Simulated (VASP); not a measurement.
# AlN (P6_3mc) in VASP: notebook

Aim: see how the results for AlN move with the level of theory and the settings. Levels: PBEsol-based global hybrid with 25 % exact exchange, SVWN5, HF. Tasks: single point.

Program: VASP 6.6.1. These are calculated values, not measurements. Logs are shortened: lines on timing, memory, paths and dates and some standing lists are left out, and cuts for length are marked.

### 1 The cell of the first run

It takes space group P6_3mc (No. 186, hexagonal). The conventional cell has a = 3.113 Å, b = 3.113 Å, c = 4.981 Å, α = 90.00°, β = 90.00°, γ = 120.00°. Al (site symmetry 3m) has 4 N at 1.89 Å within 2.5 Å. Within 2.5 Å of N (site symmetry 3m) lie 4 Al at 1.89 Å.

### 2 Single point, PBEsol-based global hybrid with 25 % exact exchange

File POSCAR:

```
AlN
1.0
    3.1130000000      0.0000000000      0.0000000000
   -1.5565000000      2.6959370820      0.0000000000
    0.0000000000      0.0000000000      4.9810000000
Al N
2 2
Direct
    0.6666666667      0.3333333333      0.5000000000
    0.3333333333      0.6666666667      0.0000000000
    0.6666666667      0.3333333333      0.8800000000
    0.3333333333      0.6666666667      0.3800000000
```

File INCAR.step1:

```
SYSTEM = AlN
PREC     = Accurate       ! precision mode
ENCUT    = 520            ! plane-wave cutoff, eV
EDIFF    = 1E-5           ! SCF threshold, eV
ISMEAR   = -1             ! smearing method
SIGMA    = 0.05           ! smearing width, eV
LREAL    = .False.        ! projectors in reciprocal space
LASPH    = .True.         ! aspherical terms in the spheres
NELM     = 60             ! most SCF steps
ALGO     = Normal         ! electronic algorithm
ISIF     = 2              ! what is computed and relaxed
LWAVE    = .True.         ! write WAVECAR
NBANDS   = 16             ! bands
GGA      = PE             ! functional
```

File INCAR.step2:

```
SYSTEM = AlN
PREC     = Accurate       ! precision mode
ENCUT    = 520            ! plane-wave cutoff, eV
EDIFF    = 1E-6           ! SCF threshold, eV
ISMEAR   = -1             ! smearing method
SIGMA    = 0.05           ! smearing width, eV
LREAL    = .False.        ! projectors in reciprocal space
LASPH    = .True.         ! aspherical terms in the spheres
NELM     = 60             ! most SCF steps
ALGO     = Normal         ! electronic algorithm
ISIF     = 2              ! what is computed and relaxed
LWAVE    = .False.        ! write WAVECAR
LCHARG   = .True.         ! write CHGCAR
GGA      = PS             ! functional
LHFCALC  = .True.         ! exact exchange
AEXX     = 0.25           ! exact-exchange fraction
PRECFOCK = Normal       
LELF     = .True.         ! ELF
LVHAR    = .True.       
NBANDS   = 16             ! bands
ISTART   = 1
```

File KPOINTS:

```
regular mesh
0
Gamma
  5 5 3
  0 0 0
```

Potentials or basis: VASP PAW PBE potentials, release 64 (Al, N).

Started as:

```console
> cat potpaw_PBE.64/Al/POTCAR potpaw_PBE.64/N/POTCAR > POTCAR
> cp INCAR.step1 INCAR
> mpirun -np 1 vasp_std > vasp.out
> cp INCAR.step2 INCAR
> mpirun -np 1 vasp_std > vasp.out
```

OUTCAR:

```text
SYSTEM = AlN
   PREC = Accurate
   ENCUT = 520
   EDIFF = 1E-6
   ISMEAR = -1
   LREAL = .False.
   LASPH = .True.
   NELM = 60
   ISIF = 2
   GGA = PS
   LHFCALC = .True.
   AEXX = 0.25
   PRECFOCK = Normal
   ISTART = 1

 ion  position               nearest neighbor table
   1  0.667  0.333  0.500-   3 1.89   4 1.89   4 1.89   4 1.89   2 3.07   2 3.07   2 3.07   2 3.07
                             2 3.07   2 3.07
   2  0.333  0.667  0.000-   4 1.89   3 1.89   3 1.89   3 1.89   1 3.07   1 3.07   1 3.07   1 3.07
                             1 3.07   1 3.07
   3  0.667  0.333  0.880-   1 1.89   2 1.89   2 1.89   2 1.89
   4  0.333  0.667  0.380-   2 1.89   1 1.89   1 1.89   1 1.89

  LATTYP: Found a hexagonal cell.
 ALAT       =     3.1130000000
 C/A-ratio  =     1.6000642467

  Lattice vectors:

 A1 = (   3.1130000000,   0.0000000000,   0.0000000000)
 A2 = (  -1.5565000000,   2.6959370820,   0.0000000000)
 A3 = (   0.0000000000,   0.0000000000,   4.9810000000)

Analysis of symmetry for initial positions (statically):
=====================================================================
 Subroutine PRICEL returns:
 Original cell was already a primitive cell.

 Routine SETGRP: Setting up the symmetry group for a
 hexagonal supercell.

 Subroutine GETGRP returns: Found 12 space group operations
 (whereof  6 operations were pure point group operations)
 out of a pool of 24 trial point group operations.

The static configuration has the point symmetry C_3v.
 The point group associated with its full space group is C_6v.

Analysis of symmetry for dynamics (positions and initial velocities):
=====================================================================
 Subroutine PRICEL returns:
 Original cell was already a primitive cell.

 Routine SETGRP: Setting up the symmetry group for a
 hexagonal supercell.

 Subroutine GETGRP returns: Found 12 space group operations
 (whereof  6 operations were pure point group operations)
 out of a pool of 24 trial point group operations.

The dynamic configuration has the point symmetry C_3v.
 The point group associated with its full space group is C_6v.

 Subroutine INISYM returns: Found 12 space group operations
 (whereof  6 operations are pure point group operations),
 and found     1 'primitive' translations

----------------------------------------------------------------------------------------

                                     Primitive cell

  volume of cell :      41.8028

  direct lattice vectors                    reciprocal lattice vectors
     3.113000000  0.000000000  0.000000000     0.321233537  0.185464269  0.000000000
    -1.556500000  2.695937082  0.000000000     0.000000000  0.370928538  0.000000000
     0.000000000  0.000000000  4.981000000     0.000000000  0.000000000  0.200762899

  length of vectors
     3.113000000  3.113000000  4.981000000     0.370928538  0.370928538  0.200762899

  position of ions in fractional coordinates (direct lattice)
     0.666666667  0.333333333  0.500000000
     0.333333333  0.666666667  0.000000000
     0.666666667  0.333333333  0.880000000
     0.333333333  0.666666667  0.380000000

  ion indices of the primitive-cell ions
   primitive index   ion index
                 1           1
                 2           2
                 3           3
                 4           4

----------------------------------------------------------------------------------------

 KPOINTS: regular mesh

Automatic generation of k-mesh.
 Grid dimensions read from file:
 generate k-points for:    5    5    3

 Generating k-lattice:

  Cartesian coordinates                     Fractional coordinates (reciprocal lattice)
     0.064246707  0.037092854  0.000000000     0.200000000  0.000000000  0.000000000
     0.000000000  0.074185708  0.000000000     0.000000000  0.200000000  0.000000000
     0.000000000  0.000000000  0.066920966     0.000000000  0.000000000  0.333333333

  Length of vectors
     0.074185708  0.074185708  0.066920966

  Shift w.r.t. Gamma in fractional coordinates (k-lattice)
     0.000000000  0.000000000  0.000000000

 Subroutine IBZKPT returns following result:
 ===========================================

 Found     10 irreducible k-points:

 Following reciprocal coordinates:
            Coordinates               Weight
  0.000000  0.000000  0.000000      1.000000
  0.200000 -0.000000  0.000000      6.000000
  0.400000  0.000000  0.000000      6.000000
  0.200000  0.200000  0.000000      6.000000
  0.400000  0.200000  0.000000      6.000000
  0.000000  0.000000  0.333333      2.000000
  0.200000 -0.000000  0.333333     12.000000
  0.400000  0.000000  0.333333     12.000000
  0.200000  0.200000  0.333333     12.000000
  0.400000  0.200000  0.333333     12.000000
   k-points           NKPTS =     10   k-points in BZ     NKDIM =     75   number of bands    NBANDS=     16
   number of dos      NEDOS =    301   number of ions     NIONS =      4
   total plane-waves  NPLWV =  23040
   dimension x,y,z NGX =    24 NGY =   24 NGZ =   40
   dimension x,y,z NGXF=    48 NGYF=   48 NGZF=   80
   ions per type =               2   2
   NGX,Y,Z   is equivalent  to a cutoff of  12.82, 12.82, 13.35 a.u.
   NGXF,Y,Z  is equivalent  to a cutoff of  25.63, 25.63, 26.70 a.u.
 SYSTEM =  AlN
   PREC   = accura    normal or accurate (medium, high low for compatibility)
   ISTART =      1    job   : 0-new  1-cont  2-samecut
   ICHARG =      0    charge: 1-file 2-atom 10-const
   ISPIN  =      1    spin polarized calculation?
   LNONCOLLINEAR =      F non collinear calculations
   LSORBIT =      F    spin-orbit coupling
   LASPH  =      T    aspherical Exc in radial PAW
   ENCUT  =  520.0 eV  38.22 Ry    6.18 a.u.   5.79  5.79  9.26*2*pi/ulx,y,z
   NELM   =     60;   NELMIN=  2; NELMDL=  0     # of ELM steps
   EDIFF  = 0.1E-05   stopping-criterion for ELM
   LREAL  =      F    real-space projection
   EDIFFG = 0.1E-04   stopping-criterion for IOM
   NSW    =      0    number of steps for IOM
   IBRION =     -1    ionic relax: 0-MD 1-quasi-New 2-CG
   NFREE  =      0    steps in history (QN), initial steepest desc. (CG)
   ISIF   =      2    stress and relaxation
   ISYM   =      3    0-nonsym 1-usesym 2-fastsym
   POTIM  = 0.5000    time-step for ionic-motion
   TEBEG  =    0.0;   TEEND  =   0.0 temperature during run
   PSTRESS=    0.0 pullay stress
   NELECT =      16.0000    total number of electrons
   NUPDOWN=      -1.0000    fix difference up-down
   EMIN   =  10.00;   EMAX   =-10.00  energy-range for DOS
   EFERMI =   0.00;   METHOD = LEGACY
   ISMEAR =    -1;   SIGMA  =   0.05  broadening in eV -4-tet -1-fermi 0-gaus
   EFERMI_NEDOS =   21; number of points for ismear=-14 and -15
   IALGO  =     38    algorithm
   IMIX   =      1    mixing-type and parameters
     AMIX     =   0.40;   BMIX     =  1.00
     AMIX_MAG =   1.60;   BMIX_MAG =  1.00
  volume/ion in A,a.u.               =      10.45        70.52
  Fermi-wavevector in a.u.,A,eV,Ry     =   1.188629  2.246183 19.222843  1.412839
  Thomas-Fermi vector in A             =   2.324754
   LORBIT       =      0    0 simple, 1 ext, 2 COOP (PROOUT), +10 PAW based schemes
   GGA     = PS    functional components
   LHFCALC =     T    Hartree Fock is set to
   PRECFOCK=normal    Normal, Fast or Accurate (Low or Medium for compatibility)
   ENCUT4O =  -1.0   cutoff for four orbital integrals eV
   NKREDX  =     1    reduce k-point grid by
   NKREDY  =     1    reduce k-point grid by
   NKREDZ  =     1    reduce k-point grid by
   AEXX    =    0.2500 exact exchange contribution
   HFSCREEN=    0.0000 screening length (either q_TF or 0.3 A-1)
   HFSCREENC=   0.0000 screening length for correlation (either q_TF or 0.3 A-1)
   ENCUTFOCK=  -1.0 apply spherical cutoff to Coloumb kernel
   IVDW    =     0    specifies the selected vdW correction
   LEPSILON=     F    determine dielectric tensor
   LRPA    =     F    only Hartree local field effects (RPA)
 non-spin polarized calculation
  energy-cutoff  :      520.00
  volume of cell :       41.80
 maximum number of plane-waves:      1142
 NGX is ok and might be reduce to    24
  NGX = 18; NGY = 18; NGZ = 28

 number of electron      15.9999997 magnetization

 Free energy of the ion-electron system (eV)
  ---------------------------------------------------
  ext. energy  EPLUGINS =         0.00000000
  ---------------------------------------------------
  free energy    TOTEN  =       -37.87447350 eV

  energy without entropy =      -37.87447350  energy(sigma->0) =      -37.87447350

 E-fermi :   5.8193     XC(G=0):  -8.7342

 val. band max:        4.7427704590   @ k =   0.0000   0.0000   0.0000
 cond. band min:      11.0235906121   @ k =   0.0000   0.0000   0.0000
 fundamental gap:      6.2808201531
 Fermi energy:         5.8192534344

 k-point     1 :       0.0000    0.0000    0.0000
  band No.  band energies     occupation
      1     -11.9345      2.00000
      2      -9.6113      2.00000
      3      -1.8174      2.00000
      4       3.8143      2.00000
      5       3.8143      2.00000
      6       4.5460      2.00000
[... 8 lines left out ...]
     15      20.3769      0.00000
     16      20.3769      0.00000

 k-point     2 :       0.2000   -0.0000    0.0000
  band No.  band energies     occupation
      1     -11.4023      2.00000
      2      -9.3322      2.00000
      3      -1.1630      2.00000
      4       1.7667      2.00000
      5       2.7409      2.00000
      6       3.2409      2.00000
[... 8 lines left out ...]
     15      19.5084      0.00000
     16      19.9009      0.00000

 k-point     3 :       0.4000    0.0000    0.0000
  band No.  band energies     occupation
      1     -10.1670      2.00000
      2      -9.0075      2.00000
      3      -0.8113      2.00000
      4       0.4684      2.00000
      5       0.6023      2.00000
      6       2.5549      2.00000
[... 8 lines left out ...]
     15      19.7196      0.00000
     16      22.5609      0.00000
[... 96 lines left out ...]
 k-point     9 :       0.2000    0.2000    0.3333
  band No.  band energies     occupation
      1     -10.1638      2.00000
      2      -9.4288      2.00000
      3      -0.4414      2.00000
      4       0.0847      2.00000
      5       2.1109      2.00000
      6       2.2363      2.00000
[... 8 lines left out ...]
     15      19.4272      0.00000
     16      21.1011      0.00000

 k-point    10 :       0.4000    0.2000    0.3333
  band No.  band energies     occupation
      1      -9.4123      2.00000
      2      -9.1564      2.00000
      3      -1.0376      2.00000
      4      -0.5331      2.00000
      5       0.9879      2.00000
      6       1.9855      2.00000
[... 8 lines left out ...]
     15      20.5072      0.00000
     16      21.9270      0.00000

------------------------ aborting loop because EDIFF is reached ----------------------------------------

  FORCE on cell =-STRESS in cart. coord.  units (eV):
  Direction    XX          YY          ZZ          XY          YZ          ZX
  --------------------------------------------------------------------------------------
  -------------------------------------------------------------------------------------
  Total       -1.1762637     -1.1762637     -0.7868980      0.0000000      0.0000000      0.0000000
  in kB      -45.0826949    -45.0826949    -30.1594641      0.0000000      0.0000000      0.0000000
  external PRESSURE =     -40.1082846 kB  Pullay stress =       0.0000000 kB

 VOLUME and BASIS-vectors are now :
 -----------------------------------------------------------------------------
  energy-cutoff  :      520.00
  volume of cell :       41.80
      direct lattice vectors                 reciprocal lattice vectors
     3.113000000  0.000000000  0.000000000     0.321233537  0.185464269  0.000000000
    -1.556500000  2.695937082  0.000000000     0.000000000  0.370928538  0.000000000
     0.000000000  0.000000000  4.981000000     0.000000000  0.000000000  0.200762899

 POSITION                                       TOTAL-FORCE (eV/Angst)
 -----------------------------------------------------------------------------------
      1.55650      0.89865      2.49050         0.000000      0.000000     -0.131167
     -0.00000      1.79729      0.00000        -0.000000     -0.000000     -0.131167
      1.55650      0.89865      4.38328         0.000000     -0.000000      0.131167
     -0.00000      1.79729      1.89278        -0.000000      0.000000      0.131167
 -----------------------------------------------------------------------------------
    total drift:                               -0.000000     -0.000000      0.000254

  FREE ENERGIE OF THE ION-ELECTRON SYSTEM (eV)
  ---------------------------------------------------
  free  energy   TOTEN  =       -37.8744735012 eV

  energy  without entropy=      -37.8744735012  energy(sigma->0) =      -37.87447350
```

It took 6.5 min on 1 thread of Intel Xeon Platinum 8259CL at 2.50GHz (Skylake/Cascade Lake), shared host; peak memory 0.16 GiB.

What came out:

```
Free energy            : -37.8745 eV
Pressure               : -4.0 GPa
Largest force          : 0.131 eV/Å
Band gap on the k mesh : 6.28 eV
```

Forces in eV/Å, atoms in the order of the input:
```
Al   0.000  0.000 -0.131
Al   0.000  0.000 -0.131
N    0.000  0.000  0.131
N    0.000  0.000  0.131
```

Levels at points of the mesh, in eV from the valence-band top:
```csv
k point,band 5,band 6,band 7,band 8,band 9,band 10,band 11,band 12
"(0.00, 0.00, 0.00)",-0.93,-0.20,-0.20,0.00,6.28,8.84,13.17,13.48
```

Caveat: the k points lie up to 0.47 Å⁻¹ apart; the PAW data sets were made with another functional, which shifts forces and pressure a little.

[end of part 1 of 2]
